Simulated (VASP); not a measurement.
# ZnF2 (P4_2/mnm) in VASP: a series of runs

ZnF2 is run at these levels: r2SCAN; tasks: single point.

All numbers are computed with VASP 6.6.1; they aren't measurements. Logs are shortened: lines on timing, memory, paths and dates and some standing lists are left out, and cuts for length are marked.

### Step 1. The cell of the first run

The structure is tetragonal, space group P4_2/mnm (No. 136). The conventional cell has a = 4.561 Å, b = 4.561 Å, c = 3.034 Å, α = 90.00°, β = 90.00°, γ = 90.00°. Within 2.6 Å of Zn (site symmetry mmm) lie 6 F at 1.94 to 1.99 Å. F (site symmetry m2m) has 3 Zn at 1.94 to 1.99 Å and 1 F at 2.57 Å within 2.6 Å.

### Step 2. Single point, r2SCAN

POSCAR reads:

```
ZnF2
1.0
    4.5614311878      0.0000000000      0.0000000000
    0.0000000000      4.5614311878      0.0000000000
    0.0000000000      0.0000000000      3.0335297850
Zn F
2 4
Direct
    0.5000000000      0.5000000000      0.5000000000
    0.0000000000      0.0000000000      0.0000000000
    0.6988410976      0.6988410976      0.0000000000
    0.8011589024      0.1988410976      0.5000000000
    0.3011589024      0.3011589024      0.0000000000
    0.1988410976      0.8011589024      0.5000000000
```

INCAR.step1 reads:

```
SYSTEM = ZnF2
ALGO = Normal
EDIFF = 1E-5
ENCUT = 660
GGA = PE
GGA_COMPAT = .FALSE.
ISMEAR = 0
LASPH = .TRUE.
LCHARG = .FALSE.
LREAL = .FALSE.
LWAVE = .TRUE.
NBANDS = 35
NELM = 120
PREC = Accurate
SIGMA = 0.02
```

INCAR.step2 reads:

```
SYSTEM = ZnF2
ALGO = Normal
EDIFF = 1E-6
ENCUT = 660
GGA_COMPAT = .FALSE.
ISIF = 2
ISMEAR = 0
ISTART = 1
LASPH = .TRUE.
LCHARG = .TRUE.
LELF = .TRUE.
LMIXTAU = .TRUE.
LREAL = .FALSE.
LVHAR = .TRUE.
LWAVE = .FALSE.
METAGGA = R2SCAN
NBANDS = 35
NELM = 120
PREC = Accurate
SIGMA = 0.02
```

KPOINTS reads:

```
k-points
0
G
  6 6 8
  0 0 0
```

Potentials or basis: VASP PAW PBE potentials, release 64 (Zn, F).

On the command line:

```bash
$ cat potpaw_PBE.64/Zn/POTCAR potpaw_PBE.64/F/POTCAR > POTCAR
$ cp INCAR.step1 INCAR
$ mpirun -np 1 vasp_std > vasp.out
$ cp INCAR.step2 INCAR
$ mpirun -np 1 vasp_std > vasp.out
```

OUTCAR:

```text
SYSTEM = ZnF2
   EDIFF = 1E-6
   ENCUT = 660
   ISIF = 2
   ISMEAR = 0
   ISTART = 1
   LASPH = .TRUE.
   LREAL = .FALSE.
   METAGGA = R2SCAN
   NELM = 120
   PREC = Accurate

 ion  position               nearest neighbor table
   1  0.500  0.500  0.500-   4 1.94   6 1.94   5 1.99   3 1.99   3 1.99   5 1.99
   2  0.000  0.000  0.000-   3 1.94   5 1.94   4 1.99   6 1.99   4 1.99   6 1.99
   3  0.699  0.699  0.000-   2 1.94   1 1.99   1 1.99
   4  0.801  0.199  0.500-   1 1.94   2 1.99   2 1.99
   5  0.301  0.301  0.000-   2 1.94   1 1.99   1 1.99
   6  0.199  0.801  0.500-   1 1.94   2 1.99   2 1.99

  LATTYP: Found a simple tetragonal cell.
 ALAT       =     4.5614311878
 C/A-ratio  =     0.6650390327

  Lattice vectors:

 A1 = (   4.5614311878,   0.0000000000,   0.0000000000)
 A2 = (   0.0000000000,   4.5614311878,   0.0000000000)
 A3 = (   0.0000000000,   0.0000000000,   3.0335297850)

Analysis of symmetry for initial positions (statically):
=====================================================================
 Subroutine PRICEL returns:
 Original cell was already a primitive cell.

 Routine SETGRP: Setting up the symmetry group for a
 simple tetragonal supercell.

 Subroutine GETGRP returns: Found 16 space group operations
 (whereof  8 operations were pure point group operations)
 out of a pool of 16 trial point group operations.

The static configuration has the point symmetry D_2h.
 The point group associated with its full space group is D_4h.

Analysis of symmetry for dynamics (positions and initial velocities):
=====================================================================
 Subroutine PRICEL returns:
 Original cell was already a primitive cell.

 Routine SETGRP: Setting up the symmetry group for a
 simple tetragonal supercell.

 Subroutine GETGRP returns: Found 16 space group operations
 (whereof  8 operations were pure point group operations)
 out of a pool of 16 trial point group operations.

The dynamic configuration has the point symmetry D_2h.
 The point group associated with its full space group is D_4h.

 Subroutine INISYM returns: Found 16 space group operations
 (whereof  8 operations are pure point group operations),
 and found     1 'primitive' translations

----------------------------------------------------------------------------------------

                                     Primitive cell

  volume of cell :      63.1176

  direct lattice vectors                    reciprocal lattice vectors
     4.561431188  0.000000000  0.000000000     0.219229439  0.000000000  0.000000000
     0.000000000  4.561431188  0.000000000     0.000000000  0.219229439  0.000000000
     0.000000000  0.000000000  3.033529785     0.000000000  0.000000000  0.329648980

  length of vectors
     4.561431188  4.561431188  3.033529785     0.219229439  0.219229439  0.329648980

  position of ions in fractional coordinates (direct lattice)
     0.500000000  0.500000000  0.500000000
     0.000000000  0.000000000  0.000000000
     0.698841098  0.698841098  0.000000000
     0.801158902  0.198841098  0.500000000
     0.301158902  0.301158902  0.000000000
     0.198841098  0.801158902  0.500000000

  ion indices of the primitive-cell ions
   primitive index   ion index
                 1           1
                 2           2
                 3           3
                 4           4
                 5           5
                 6           6

----------------------------------------------------------------------------------------

 KPOINTS: k-points

Automatic generation of k-mesh.
 Grid dimensions read from file:
 generate k-points for:    6    6    8

 Generating k-lattice:

  Cartesian coordinates                     Fractional coordinates (reciprocal lattice)
     0.036538240  0.000000000  0.000000000     0.166666667  0.000000000  0.000000000
     0.000000000  0.036538240  0.000000000     0.000000000  0.166666667  0.000000000
     0.000000000  0.000000000  0.041206123     0.000000000  0.000000000  0.125000000

  Length of vectors
     0.036538240  0.036538240  0.041206123

  Shift w.r.t. Gamma in fractional coordinates (k-lattice)
     0.000000000  0.000000000  0.000000000

 Subroutine IBZKPT returns following result:
 ===========================================

 Found     50 irreducible k-points:

 Following reciprocal coordinates:
            Coordinates               Weight
  0.000000  0.000000  0.000000      1.000000
  0.166667  0.000000  0.000000      4.000000
  0.333333  0.000000  0.000000      4.000000
  0.500000  0.000000  0.000000      2.000000
  0.166667  0.166667  0.000000      4.000000
  0.333333  0.166667  0.000000      8.000000
[... 16 lines left out ...]
  0.333333  0.000000  0.250000      8.000000
  0.500000  0.000000  0.250000      4.000000
 [... further k-points ...]
   k-points           NKPTS =     50   k-points in BZ     NKDIM =     50   number of bands    NBANDS=     35
   number of dos      NEDOS =    301   number of ions     NIONS =      6
   total plane-waves  NPLWV =  44800
   dimension x,y,z NGX =    40 NGY =   40 NGZ =   28
   dimension x,y,z NGXF=    80 NGYF=   80 NGZF=   56
   ions per type =               2   4
   NGX,Y,Z   is equivalent  to a cutoff of  14.58, 14.58, 15.34 a.u.
   NGXF,Y,Z  is equivalent  to a cutoff of  29.16, 29.16, 30.69 a.u.
 SYSTEM =  ZnF2
   PREC   = accura    normal or accurate (medium, high low for compatibility)
   ISTART =      1    job   : 0-new  1-cont  2-samecut
   ICHARG =      0    charge: 1-file 2-atom 10-const
   ISPIN  =      1    spin polarized calculation?
   LNONCOLLINEAR =      F non collinear calculations
   LSORBIT =      F    spin-orbit coupling
   LASPH  =      T    aspherical Exc in radial PAW
   ENCUT  =  660.0 eV  48.51 Ry    6.96 a.u.   9.55  9.55  6.35*2*pi/ulx,y,z
   NELM   =    120;   NELMIN=  2; NELMDL=  0     # of ELM steps
   EDIFF  = 0.1E-05   stopping-criterion for ELM
   LREAL  =      F    real-space projection
   EDIFFG = 0.1E-04   stopping-criterion for IOM
   NSW    =      0    number of steps for IOM
   IBRION =     -1    ionic relax: 0-MD 1-quasi-New 2-CG
   NFREE  =      0    steps in history (QN), initial steepest desc. (CG)
   ISIF   =      2    stress and relaxation
   ISYM   =      2    0-nonsym 1-usesym 2-fastsym
   POTIM  = 0.5000    time-step for ionic-motion
   TEBEG  =    0.0;   TEEND  =   0.0 temperature during run
   PSTRESS=    0.0 pullay stress
   NELECT =      52.0000    total number of electrons
   NUPDOWN=      -1.0000    fix difference up-down
   EMIN   =  10.00;   EMAX   =-10.00  energy-range for DOS
   EFERMI =   0.00;   METHOD = LEGACY
   ISMEAR =     0;   SIGMA  =   0.02  broadening in eV -4-tet -1-fermi 0-gaus
   EFERMI_NEDOS =   21; number of points for ismear=-14 and -15
   IALGO  =     38    algorithm
   IMIX   =      4    mixing-type and parameters
     AMIX     =   0.40;   BMIX     =  1.00
     AMIX_MAG =   1.60;   BMIX_MAG =  1.00
  volume/ion in A,a.u.               =      10.52        70.99
  Fermi-wavevector in a.u.,A,eV,Ry     =   1.534708  2.900178 32.046194  2.355329
  Thomas-Fermi vector in A             =   2.641598
   LORBIT       =      0    0 simple, 1 ext, 2 COOP (PROOUT), +10 PAW based schemes
   METAGGA = R2SCAN    functional components
   LHFCALC =     F    Hartree Fock is set to
   AEXX    =    0.0000 exact exchange contribution
   IVDW    =     0    specifies the selected vdW correction
   LEPSILON=     F    determine dielectric tensor
   LRPA    =     F    only Hartree local field effects (RPA)
 non-spin polarized calculation
 Gauss-broadening in eV      SIGMA  =   0.02
  energy-cutoff  :      660.00
  volume of cell :       63.12
 maximum number of plane-waves:      2464
 NGX is ok and might be reduce to    40
   NGX = 19   NGY = 19   NGZ = 13

 number of electron      51.9999992 magnetization

 Free energy of the ion-electron system (eV)
  ---------------------------------------------------
  ext. energy  EPLUGINS =         0.00000000
  ---------------------------------------------------
  free energy    TOTEN  =       -45.41183231 eV

  energy without entropy =      -45.41183231  energy(sigma->0) =      -45.41183231

 E-fermi :  -0.2965     XC(G=0): -11.5115

 val. band max:       -0.4842511924   @ k =   0.0000   0.0000   0.0000
 cond. band min:       3.8407054877   @ k =   0.0000   0.0000   0.0000
 fundamental gap:      4.3249566801
 Fermi energy:        -0.2965377564

 k-point     1 :       0.0000    0.0000    0.0000
  band No.  band energies     occupation
      1     -24.5992      2.00000
      2     -23.6831      2.00000
      3     -23.6831      2.00000
      4     -23.6173      2.00000
      5      -7.8438      2.00000
      6      -6.8002      2.00000
[... 27 lines left out ...]
     34      16.2656      0.00000
     35      16.2656      0.00000

 k-point     2 :       0.1667    0.0000    0.0000
  band No.  band energies     occupation
      1     -24.5483      2.00000
      2     -23.7861      2.00000
      3     -23.6722      2.00000
      4     -23.5844      2.00000
      5      -7.6926      2.00000
      6      -6.7552      2.00000
[... 27 lines left out ...]
     34      16.3933      0.00000
     35      16.6283      0.00000

 k-point     3 :       0.3333    0.0000    0.0000
  band No.  band energies     occupation
      1     -24.4055      2.00000
      2     -23.9775      2.00000
      3     -23.6434      2.00000
      4     -23.5813      2.00000
      5      -7.2927      2.00000
      6      -6.6796      2.00000
[... 27 lines left out ...]
     34      16.9866      0.00000
     35      17.0783      0.00000

 k-point     4 :       0.5000    0.0000    0.0000
  band No.  band energies     occupation
      1     -24.2004      2.00000
      2     -24.2004      2.00000
      3     -23.6075      2.00000
      4     -23.6075      2.00000
      5      -6.8379      2.00000
      6      -6.8379      2.00000
[... 27 lines left out ...]
     34      16.1430      0.00000
     35      17.9633      0.00000

 k-point     5 :       0.1667    0.1667    0.0000
  band No.  band energies     occupation
      1     -24.5002      2.00000
      2     -23.8231      2.00000
      3     -23.6977      2.00000
      4     -23.5774      2.00000
      5      -7.5953      2.00000
      6      -6.7010      2.00000
[... 638 lines left out ...]
 k-point    22 :       0.1667    0.0000    0.2500
  band No.  band energies     occupation
      1     -24.3296      2.00000
      2     -23.7458      2.00000
      3     -23.6514      2.00000
      4     -23.6227      2.00000
      5      -7.2309      2.00000
      6      -6.5586      2.00000
[... 27 lines left out ...]
     34      15.4705      0.00000
     35      15.7972      0.00000

 k-point    23 :       0.3333    0.0000    0.2500
  band No.  band energies     occupation
      1     -24.2158      2.00000
      2     -23.8853      2.00000
      3     -23.6398      2.00000
      4     -23.6168      2.00000
      5      -6.9216      2.00000
      6      -6.3873      2.00000
[... 27 lines left out ...]
     34      15.1801      0.00000
     35      15.6162      0.00000

 k-point    24 :       0.5000    0.0000    0.2500
  band No.  band energies     occupation
      1     -24.0550      2.00000
      2     -24.0550      2.00000
      3     -23.6258      2.00000
      4     -23.6258      2.00000
      5      -6.5135      2.00000
      6      -6.5135      2.00000
[... 27 lines left out ...]
     34      14.7123      0.00000
     35      17.0205      0.00000

 [... further k-points ...]

------------------------ aborting loop because EDIFF is reached ----------------------------------------

  FORCE on cell =-STRESS in cart. coord.  units (eV):
  Direction    XX          YY          ZZ          XY          YZ          ZX
  --------------------------------------------------------------------------------------
  -------------------------------------------------------------------------------------
  Total        5.3430946      5.3430946      6.2909508      0.0000000      0.0000000      0.0000000
  in kB      135.6291138    135.6291138    159.6894970      0.0000000      0.0000000      0.0000000
  external PRESSURE =     143.6492415 kB  Pullay stress =       0.0000000 kB

 VOLUME and BASIS-vectors are now :
 -----------------------------------------------------------------------------
  energy-cutoff  :      660.00
  volume of cell :       63.12
      direct lattice vectors                 reciprocal lattice vectors
     4.561431188  0.000000000  0.000000000     0.219229439  0.000000000  0.000000000
     0.000000000  4.561431188  0.000000000     0.000000000  0.219229439  0.000000000
     0.000000000  0.000000000  3.033529785     0.000000000  0.000000000  0.329648980

 POSITION                                       TOTAL-FORCE (eV/Angst)
 -----------------------------------------------------------------------------------
      2.28072      2.28072      1.51676         0.000000      0.000000      0.000000
      0.00000      0.00000      0.00000         0.000000      0.000000      0.000000
      3.18772      3.18772      0.00000         0.007361      0.007361      0.000000
      3.65443      0.90700      1.51676        -0.007361      0.007361      0.000000
      1.37372      1.37372      0.00000        -0.007361     -0.007361     -0.000000
      0.90700      3.65443      1.51676         0.007361     -0.007361      0.000000
 -----------------------------------------------------------------------------------
    total drift:                               -0.000000      0.000000     -0.000000

  FREE ENERGIE OF THE ION-ELECTRON SYSTEM (eV)
  ---------------------------------------------------
  free  energy   TOTEN  =       -45.4118323055 eV

  energy  without entropy=      -45.4118323055  energy(sigma->0) =      -45.41183231
```

Wall time 3.9 min (1 thread of Intel Xeon 6975P-C (Granite Rapids), shared host); peak memory 0.29 GiB.

Results:

| Property | Result |
| --- | --- |
| Free energy | -45.4118 eV |
| Pressure | 14.4 GPa |
| Largest force | 0.010 eV/Å |
| Band gap on the k mesh | 4.33 eV |

Forces in eV/Å, atoms in the order of the input:
```
Zn   0.000  0.000  0.000
Zn   0.000  0.000  0.000
F    0.007  0.007  0.000
F   -0.007  0.007  0.000
F   -0.007 -0.007  0.000
F    0.007 -0.007  0.000
```

Stress tensor (GPa, compression positive):
```
13.56  0.00  0.00
 0.00 13.56  0.00
 0.00  0.00 15.97
```

Levels at points of the mesh, in eV from the valence-band top:
| k point | band 24 | band 25 | band 26 | band 27 | band 28 | band 29 |
| --- | --- | --- | --- | --- | --- | --- |
| (0.00, 0.00, 0.00) | -0.56 | -0.56 | 0.00 | 4.33 | 10.42 | 10.42 |
| (0.50, 0.00, 0.00) | -0.82 | -0.68 | -0.68 | 7.10 | 7.10 | 11.46 |
| (0.50, 0.50, 0.00) | -1.61 | -0.58 | -0.58 | 8.28 | 8.28 | 9.95 |
| (0.00, 0.00, 0.50) | -1.47 | -1.41 | -1.41 | 9.54 | 9.54 | 13.12 |
| (0.50, 0.00, 0.50) | -1.78 | -0.16 | -0.16 | 10.26 | 10.26 | 11.30 |
| (0.50, 0.50, 0.50) | -1.47 | -0.91 | -0.91 | 9.43 | 9.43 | 12.24 |

Caveat: the cell stands under pressure; the PAW data sets were made with another functional, which shifts forces and pressure a little. A k mesh can miss the band edges.

### Step 3. Single point, r2SCAN (equal strain along all axes, cell held: -2.0 %, then relaxed in part)

POSCAR reads:

```
ZnF2
1.0
    4.6084562516      0.0000000000      0.0000000000
    0.0000000000      4.6084562516      0.0000000000
    0.0000000000      0.0000000000      3.0648032879
Zn F
2 4
Direct
    0.5000000000      0.5000000000      0.5000000000
    0.0000000000      0.0000000000      0.0000000000
    0.6982732185      0.6982732185      0.0000000000
    0.8017267815      0.1982732185      0.5000000000
    0.3017267815      0.3017267815      0.0000000000
    0.1982732185      0.8017267815      0.5000000000
```

INCAR.step1 reads:

```
ALGO = Normal ; EDIFF = 1E-5
ENCUT = 660 ; GGA = PE
GGA_COMPAT = False ; ISMEAR = 0
LASPH = True ; LCHARG = False
LREAL = False ; LWAVE = True
NBANDS = 35 ; NELM = 120
PREC = Accurate ; SIGMA = 0.02
```

INCAR.step2 reads:

```
ALGO = Normal ; EDIFF = 1E-6
ENCUT = 660 ; GGA_COMPAT = False
ISIF = 2 ; ISMEAR = 0
ISTART = 1 ; LASPH = True
LCHARG = False ; LMIXTAU = True
LREAL = False ; LWAVE = False
METAGGA = R2SCAN ; NBANDS = 35
NELM = 120 ; PREC = Accurate
SIGMA = 0.02
```

KPOINTS reads:

```
k-points
0
Gamma
  6 6 8
```

Potentials or basis: VASP PAW PBE potentials, release 64 (Zn, F).

On the command line:

```bash
$ cat potpaw_PBE.64/Zn/POTCAR potpaw_PBE.64/F/POTCAR > POTCAR
$ cp INCAR.step1 INCAR
$ mpirun -np 1 vasp_std > vasp.out
$ cp INCAR.step2 INCAR
$ mpirun -np 1 vasp_std > vasp.out
```

Wall time 4.6 min (1 thread of Intel Xeon 6975P-C (Granite Rapids), shared host); peak memory 0.29 GiB.

It converged, with:

| Item | Value |
| --- | --- |
| Free energy | -45.5612 eV |
| Pressure | 9.0 GPa |
| Largest force | 0.010 eV/Å |
| Band gap on the k mesh | 4.28 eV |

Forces on the atoms (eV/Å):
```
Zn   0.000  0.000  0.000
Zn   0.000  0.000  0.000
F    0.007  0.007  0.000
F   -0.007  0.007  0.000
F   -0.007 -0.007  0.000
F    0.007 -0.007  0.000
```

Stress tensor (GPa, compression positive):
```
 8.44  0.00  0.00
 0.00  8.44  0.00
 0.00  0.00 10.22
```

Levels at points of the mesh, in eV from the valence-band top:
```tsv
k point	band 22	band 23	band 24	band 25	band 26	band 27	band 28	band 29	band 30	band 31
(0.00, 0.00, 0.00)	-1.83	-1.74	-0.50	-0.50	0.00	4.28	10.43	10.43	10.65	14.23
(0.50, 0.00, 0.00)	-2.04	-0.77	-0.77	-0.61	-0.61	7.01	7.01	11.43	11.43	14.15
(0.50, 0.50, 0.00)	-1.63	-1.58	-1.58	-0.52	-0.52	8.13	8.13	9.93	9.93	15.87
(0.00, 0.00, 0.50)	-1.73	-1.40	-1.40	-1.37	-1.37	9.40	9.40	13.01	13.01	14.18
(0.50, 0.00, 0.50)	-2.42	-1.66	-1.66	-0.14	-0.14	10.06	10.06	11.25	11.25	15.14
(0.50, 0.50, 0.50)	-1.96	-1.40	-1.40	-0.88	-0.88	9.29	9.29	12.24	12.24	13.42
```

Caveat: the cell differs from its parent crystal (equal strain along all axes, cell held: -2.0 %, then relaxed in part); the cell stands under pressure; the PAW data sets were made with another functional, which shifts forces and pressure a little. A k mesh can miss the band edges.

[end of part 1 of 2]
